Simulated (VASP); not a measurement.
A run of VASP 6.6.1 is set up as follows.

INCAR

```
PREC     = Accurate       # precision mode
ENCUT    = 520            # plane-wave cutoff, eV
EDIFF    = 1E-7           # SCF threshold, eV
ISMEAR   = -1             # smearing method
SIGMA    = 0.15           # smearing width, eV
LREAL    = False          # projectors in reciprocal space
LASPH    = True           # aspherical terms in the spheres
NELM     = 60             # most SCF steps
ALGO     = Normal         # electronic algorithm
ISIF     = 2              # what is computed and relaxed
LWAVE    = False          # write WAVECAR
LCHARG   = False          # write CHGCAR
GGA      = PE             # functional
NBANDS   = 16             # bands
```

KPOINTS

```
regular mesh
0
Gamma
  14 14 14
```

POSCAR

```
InP
1.0
    0.0000000000      2.6833891660      2.6833891660
    2.6833891660      0.0000000000      2.6833891660
    2.6833891660      2.6833891660      0.0000000000
In P
1 1
Direct
    0.0000000000      0.0000000000      0.0000000000
    0.5000000000      0.5000000000      0.5000000000
```

Potentials or basis: VASP PAW PBE potentials, release 64 (In_d, P).

Command:

```bash
$ cat potpaw_PBE.64/In_d/POTCAR potpaw_PBE.64/P/POTCAR > POTCAR
$ mpirun -np 1 vasp_std > vasp.out
```

Question: Predict the band gap on the k mesh.

Answer: Zero (band 9 reaches 8.58 eV, above the bottom of band 10 at 5.86 eV).

Question: Estimate the pressure.

Answer: 9.0 GPa.

Caveat: spin-orbit coupling is left out, which moves the levels of the heavy elements.
